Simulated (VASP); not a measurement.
# Hf (P6_3/mmc) in VASP: notebook, part 2 of 2

VASP 6.6.1. The steps go on from the part before.

### Step 3. Single point, PBE (volume scaled by 0.88, then relaxed in part)

The input, INCAR:

```
SYSTEM = Hf
ALGO = Normal
EDIFF = 1E-7
ENCUT = 520
GGA = PE
ISIF = 2
ISMEAR = 0
LASPH = .True.
LCHARG = .True.
LELF = .True.
LREAL = .False.
LVHAR = .True.
LWAVE = .False.
NBANDS = 17
NELM = 60
PREC = Accurate
SIGMA = 0.1
```

The input, KPOINTS:

```
k-points
0
Gamma
  15 15 8
  0 0 0
```

The input, POSCAR:

```
Hf
1.0
    3.0667366447      0.0000000000      0.0000000000
   -1.5333683224      2.6558718410      0.0000000000
    0.0000000000      0.0000000000      4.8701967109
Hf
2
Direct
    0.3333333333      0.6666666667      0.2500000000
    0.6666666667      0.3333333333      0.7500000000
```

Potentials or basis: VASP PAW PBE potentials, release 64 (Hf_pv).

Started as:

```console
> cat potpaw_PBE.64/Hf_pv/POTCAR > POTCAR
> mpirun -np 1 vasp_std > vasp.out
```

OUTCAR:

```text
SYSTEM = Hf
   EDIFF = 1E-7
   ENCUT = 520
   GGA = PE
   ISIF = 2
   ISMEAR = 0
   LASPH = .True.
   LREAL = .False.
   NELM = 60
   PREC = Accurate

 ion  position               nearest neighbor table
   1  0.333  0.667  0.250-   2 3.01   2 3.01   2 3.01   2 3.01   2 3.01   2 3.01
   2  0.667  0.333  0.750-   1 3.01   1 3.01   1 3.01   1 3.01   1 3.01   1 3.01

  LATTYP: Found a hexagonal cell.
 ALAT       =     3.0667366447
 C/A-ratio  =     1.5880713850

  Lattice vectors:

 A1 = (   3.0667366447,   0.0000000000,   0.0000000000)
 A2 = (  -1.5333683224,   2.6558718410,   0.0000000000)
 A3 = (   0.0000000000,   0.0000000000,   4.8701967109)

Analysis of symmetry for initial positions (statically):
=====================================================================
 Subroutine PRICEL returns:
 Original cell was already a primitive cell.

 Routine SETGRP: Setting up the symmetry group for a
 hexagonal supercell.

 Subroutine GETGRP returns: Found 24 space group operations
 (whereof 12 operations were pure point group operations)
 out of a pool of 24 trial point group operations.

The static configuration has the point symmetry D_3d.
 The point group associated with its full space group is D_6h.

Analysis of symmetry for dynamics (positions and initial velocities):
=====================================================================
 Subroutine PRICEL returns:
 Original cell was already a primitive cell.

 Routine SETGRP: Setting up the symmetry group for a
 hexagonal supercell.

 Subroutine GETGRP returns: Found 24 space group operations
 (whereof 12 operations were pure point group operations)
 out of a pool of 24 trial point group operations.

The dynamic configuration has the point symmetry D_3d.
 The point group associated with its full space group is D_6h.

 Subroutine INISYM returns: Found 24 space group operations
 (whereof 12 operations are pure point group operations),
 and found     1 'primitive' translations

[... 111 lines left out ...]
   IALGO  =     38    algorithm
   IMIX   =      4    mixing-type and parameters
     AMIX     =   0.40;   BMIX     =  1.00
     AMIX_MAG =   1.60;   BMIX_MAG =  1.00
  volume/ion in A,a.u.               =      19.83       133.84
  Fermi-wavevector in a.u.,A,eV,Ry     =   1.302991  2.462296 23.099780  1.697786
  Thomas-Fermi vector in A             =   2.434023
   LORBIT       =      0    0 simple, 1 ext, 2 COOP (PROOUT), +10 PAW based schemes
   GGA     = PE    functional components
   LHFCALC =     F    Hartree Fock is set to
   AEXX    =    0.0000 exact exchange contribution
   IVDW    =     0    specifies the selected vdW correction
   LEPSILON=     F    determine dielectric tensor
   LRPA    =     F    only Hartree local field effects (RPA)
 non-spin polarized calculation
 Gauss-broadening in eV      SIGMA  =   0.10
  energy-cutoff  :      520.00
  volume of cell :       39.67
 maximum number of plane-waves:      1088
 NGX is ok and might be reduce to    24
   NGX = 11   NGY = 11   NGZ = 19

 number of electron      20.0000007 magnetization

 Free energy of the ion-electron system (eV)
  ---------------------------------------------------
  ext. energy  EPLUGINS =         0.00000000
  ---------------------------------------------------
  free energy    TOTEN  =       -19.60665189 eV

  energy without entropy =      -19.59942322  energy(sigma->0) =      -19.60303756

 E-fermi :   5.8085     XC(G=0): -11.8441

 val. band max:        5.7931669773   @ k =   0.2667   0.2000   0.3750
 cond. band min:       5.8221749974   @ k =   0.0667  -0.0000   0.2500
 fundamental gap:      0.0290080201
 Fermi energy:         5.8085370047

 k-point     1 :       0.0000    0.0000    0.0000
  band No.  band energies     occupation
      1     -25.2496      2.00000
      2     -24.1522      2.00000
      3     -24.1522      2.00000
      4     -23.9734      2.00000
      5     -23.9708      2.00000
      6     -23.9708      2.00000
[... 457 lines left out ...]
      4     -24.5720      2.00000
      5     -24.3635      2.00000
      6     -24.3006      2.00000
[... 9 lines left out ...]
     16      12.5052      0.00000
     17      13.2332      0.00000

 [... further k-points ...]

------------------------ aborting loop because EDIFF is reached ----------------------------------------

  FORCE on cell =-STRESS in cart. coord.  units (eV):
  Direction    XX          YY          ZZ          XY          YZ          ZX
  --------------------------------------------------------------------------------------
  -------------------------------------------------------------------------------------
  Total        4.1106967      4.1106967      4.0699838     -0.0000000      0.0000000     -0.0000000
  in kB      166.0335756    166.0335756    164.3891564     -0.0000000      0.0000000     -0.0000000
  external PRESSURE =     165.4854359 kB  Pullay stress =       0.0000000 kB

 VOLUME and BASIS-vectors are now :
 -----------------------------------------------------------------------------
  energy-cutoff  :      520.00
  volume of cell :       39.67
      direct lattice vectors                 reciprocal lattice vectors
     3.066736645  0.000000000  0.000000000     0.326079516  0.188262096  0.000000000
    -1.533368322  2.655871841  0.000000000     0.000000000  0.376524192  0.000000000
     0.000000000  0.000000000  4.870196711     0.000000000  0.000000000  0.205330515

 POSITION                                       TOTAL-FORCE (eV/Angst)
 -----------------------------------------------------------------------------------
     -0.00000      1.77058      1.21755         0.000000      0.000000      0.000000
      1.53337      0.88529      3.65265        -0.000000     -0.000000      0.000000
 -----------------------------------------------------------------------------------
    total drift:                               -0.000000      0.000000     -0.000000

  FREE ENERGIE OF THE ION-ELECTRON SYSTEM (eV)
  ---------------------------------------------------
  free  energy   TOTEN  =       -19.6066518880 eV

  energy  without entropy=      -19.5994232224  energy(sigma->0) =      -19.60303756
```

OSZICAR:

```text
N       E                     dE             d eps       ncg     rms          rms(c)
DAV:   1     0.525426958803E+02    0.52543E+02   -0.11520E+04  4598   0.114E+03
DAV:   2    -0.183847846197E+02   -0.70927E+02   -0.69013E+02  5981   0.254E+02
DAV:   3    -0.201834660043E+02   -0.17987E+01   -0.17839E+01  5797   0.273E+01
DAV:   4    -0.201961547340E+02   -0.12689E-01   -0.12682E-01  5736   0.272E+00
DAV:   5    -0.201962656898E+02   -0.11096E-03   -0.11094E-03  5790   0.224E-01    0.708E+01
DAV:   6    -0.197698538123E+02    0.42641E+00   -0.35750E-01  5473   0.406E+00    0.422E+01
DAV:   7    -0.196142046041E+02    0.15565E+00   -0.62296E-01  5509   0.516E+00    0.192E+00
DAV:   8    -0.196065573731E+02    0.76472E-02   -0.38305E-02  5389   0.133E+00    0.239E-01
DAV:   9    -0.196066585498E+02   -0.10118E-03   -0.91811E-04  6024   0.211E-01    0.172E-01
DAV:  10    -0.196066501140E+02    0.84358E-05   -0.56012E-05  5287   0.519E-02    0.245E-01
DAV:  11    -0.196066517965E+02   -0.16826E-05   -0.80418E-06  5459   0.195E-02    0.109E-02
DAV:  12    -0.196066518880E+02   -0.91418E-07   -0.49024E-07  5807   0.464E-03
   1 F= -.19606652E+02 E0= -.19603038E+02  d E =-.722867E-02
```

stdout:

```text
POSCAR found type information on POSCAR Hf
 POSCAR found :  1 types and       2 ions
 scaLAPACK will be used
 LDA part: xc-table for (Slater+PW92), standard interpolation
 POSCAR, INCAR and KPOINTS ok, starting setup
 FFT: planning ... GRIDC
 FFT: planning ... GRID_SOFT
 FFT: planning ... GRID
 WAVECAR not read
 entering main loop
```

Run time: 33 s. Hardware: 1 thread of Intel Xeon Platinum 8488C (Sapphire Rapids), shared host; peak memory 0.2 GiB.

What came out:

| Item | Value |
| --- | --- |
| Free energy | -19.6067 eV |
| Pressure | 16.5 GPa |
| Band gap on the k mesh | zero (band 10 reaches 6.99 eV, above the bottom of band 11 at 5.37 eV) |

Stress tensor (GPa, compression positive):
```
16.60  0.00  0.00
 0.00 16.60  0.00
 0.00  0.00 16.44
```

Caveat: spin-orbit coupling is left out, which moves the levels of the heavy elements.

### Step 4. Single point, PBE (volume scaled by 0.91, then relaxed in part)

The input, INCAR:

```
PREC     = Accurate       # precision mode
ENCUT    = 520            # plane-wave cutoff, eV
EDIFF    = 1E-6           # SCF threshold, eV
ISMEAR   = 0              # smearing method
SIGMA    = 0.1            # smearing width, eV
LREAL    = F              # projectors in reciprocal space
LASPH    = T              # aspherical terms in the spheres
NELM     = 100            # most SCF steps
ALGO     = Normal         # electronic algorithm
ISIF     = 2              # what is computed and relaxed
LWAVE    = F              # write WAVECAR
LCHARG   = F              # write CHGCAR
GGA      = PE             # functional
NBANDS   = 17             # bands
```

The input, KPOINTS:

```
Automatic mesh
0
Gamma
  15 15 8
```

The input, POSCAR:

```
Hf
1.0
    3.1033685658      0.0000000000      0.0000000000
   -1.5516842829      2.6875960153      0.0000000000
    0.0000000000      0.0000000000      4.9180334116
Hf
2
Direct
    0.3333333333      0.6666666667      0.2500000000
    0.6666666667      0.3333333333      0.7500000000
```

Started as:

```console
> cat potpaw_PBE.64/Hf_pv/POTCAR > POTCAR
> mpirun -np 1 vasp_std > vasp.out
```

It took 34 s on 1 thread of Intel Xeon Platinum 8488C (Sapphire Rapids), shared host; peak memory 0.21 GiB.

The run converged. Its results:

```
Free energy            : -19.7244 eV
Pressure               : 11.4 GPa
Band gap on the k mesh : zero (band 10 reaches 6.74 eV, above the bottom of band 11 at 5.11 eV)
```

Stress tensor (GPa, compression positive):
```
11.45  0.00  0.00
 0.00 11.45  0.00
 0.00  0.00 11.31
```

Levels at points of the mesh, in eV from the Fermi level:
| k point | band 8 | band 9 | band 10 | band 11 | band 12 | band 13 |
| --- | --- | --- | --- | --- | --- | --- |
| (0.00, 0.00, 0.00) | -4.00 | 0.96 | 1.19 | 1.19 | 1.48 | 2.11 |
| (0.00, 0.00, 0.50) | -5.55 | 0.10 | 0.10 | 1.07 | 1.07 | 1.07 |

Caveat: spin-orbit coupling is left out, which moves the levels of the heavy elements.

### Step 5. Summary

```tsv
cell	k mesh	gap on the mesh (eV)	pressure (GPa)
a = 3.197, b = 3.197, c = 5.058 Å, angles 90.0, 90.0, 120.0°, 2 atoms	6 × 6 × 4	none	0.6
a = 3.067, b = 3.067, c = 4.870 Å, angles 90.0, 90.0, 120.0°, 2 atoms	15 × 15 × 8	none	16.5
a = 3.103, b = 3.103, c = 4.918 Å, angles 90.0, 90.0, 120.0°, 2 atoms	15 × 15 × 8	none	11.4
```

Alike in all rows: task single point; level PBE; potentials or basis VASP PAW PBE potentials, release 64 (Hf_pv); no spin polarisation; cutoff (eV) 520; smearing gaussian 0.1 eV.

Caveats: some runs use coarse meshes; spin-orbit coupling is left out, which moves the levels of the heavy elements.

Absolute energies hang on the potentials; compare differences alone.
